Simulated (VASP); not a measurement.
Wanted: the native input for a VASP 6.6.1 run.

| Property | Result |
| --- | --- |
| Task | relaxation of cell and atoms |
| Functional | PBE |
| Potentials or basis | VASP PAW PBE potentials, release 64 (Li_sv, Sb, P) |
| Cutoff | 600 eV |
| k mesh | 9 × 9 × 8 |
| Occupations | gaussian, width 0.1 eV |
| Spin | no spin polarisation |
| Dipole correction | no |
| Further INCAR settings | ALGO = Normal; EDIFF = 1e-07; IBRION = 2; EDIFFG = -0.01; NSW = 100; ISIF = 3 |

The structure of LiSb2P2 lies in POSCAR:

```
LiSb2P2
1.0
    4.8247692971      0.0000000000      0.0000000000
   -2.4123846486      4.1783727787      0.0000000000
    0.0000000000      0.0000000000      5.6716286466
Li Sb P
1 2 2
Direct
    0.0000000000      0.0000000000      0.0000000000
    0.3333333333      0.6666666667      0.2603004874
    0.6666666667      0.3333333333      0.7396995126
    0.3333333333      0.6666666667      0.7652807450
    0.6666666667      0.3333333333      0.2347192550
```

The cell was generated, and may not be a known phase.

One way to write it, as run:

INCAR

```
SYSTEM = LiSb2P2
PREC     = Accurate       ! precision mode
ENCUT    = 600            ! plane-wave cutoff, eV
EDIFF    = 1E-7           ! SCF threshold, eV
ISMEAR   = 0              ! smearing method
SIGMA    = 0.1            ! smearing width, eV
LREAL    = .False.        ! projectors in reciprocal space
LASPH    = .True.         ! aspherical terms in the spheres
NELM     = 100            ! most SCF steps
ALGO     = Normal         ! electronic algorithm
ISIF     = 3              ! what is computed and relaxed
LWAVE    = .False.        ! write WAVECAR
LCHARG   = .False.        ! write CHGCAR
GGA      = PE             ! functional
IBRION   = 2              ! ionic algorithm
NSW      = 100            ! ionic steps
EDIFFG   = -0.01          ! ionic threshold
```

KPOINTS

```
regular mesh
0
Gamma
  9 9 8
  0 0 0
```

Potentials or basis: VASP PAW PBE potentials, release 64 (Li_sv, Sb, P).

Command:

```console
$ cat potpaw_PBE.64/Li_sv/POTCAR potpaw_PBE.64/Sb/POTCAR potpaw_PBE.64/P/POTCAR > POTCAR
$ mpirun -np 1 vasp_std > vasp.out
```

It gave:

| Item | Value |
| --- | --- |
| Relaxed volume | 22.96 Å³/atom |
| Relaxed cell | a = 4.847 Å, b = 4.847 Å, c = 5.642 Å, α = 90.00°, β = 90.00°, γ = 120.00° |
| Space group after relaxing (to 0.1 Å) | P-3m1 (No. 164) |
| Energy gained by relaxing | 0.7 meV/atom |
| Ionic steps | 6 |
| Pressure after relaxing | 0.0 GPa |
| Largest force after relaxing | 0.009 eV/Å |
| Band gap on the k mesh | zero (an odd number of electrons rules out a gap without spin polarisation) |

Caveat: the cutoff is under 1.25 times the usual one of these potentials, so pressure, stress and relaxed cells hold a basis-set (Pulay) error; spin-orbit coupling is left out, which moves the levels of the heavy elements; an odd number of electrons without spin polarisation forces a metal; a magnetic or distorted state may lie lower.

Run time: 7.4 min on 1 thread of Intel(R) Xeon(R) 6975P-C (Granite Rapids), on a shared host, peak memory 0.4 GiB.
